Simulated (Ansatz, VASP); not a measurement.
# Two plane-wave programs on K

```
K
1.0
    -2.64235    2.64235    2.64235
     2.64235   -2.64235    2.64235
     2.64235    2.64235   -2.64235
K
1
Direct
  0.00000 0.00000 0.00000
```

Alike in both runs: task single point; functional r2SCAN; k mesh 12 × 12 × 12; occupations gaussian, width 0.1 eV; no spin polarisation.

|  | VASP | Ansatz |
| --- | --- | --- |
| version | VASP 6.6.1 | Ansatz 0.2.0 |
| potentials or method | VASP PAW PBE potentials, release 64 (K_sv), cutoff 520 eV | scalar-relativistic, plane waves, PAW |
| valence electrons in the cell | 9 | 9 |

|  | VASP | Ansatz | Ansatz less VASP |
| --- | --- | --- | --- |
| gap on the k mesh at the Fermi level (eV) | none | none | - |
| pressure (GPa) | 0.1 | 0.1 | +0.02 |

VASP's potentials were made for PBE, not for r2SCAN. A gap of «none» marks a metal or a gap that the smearing closes.
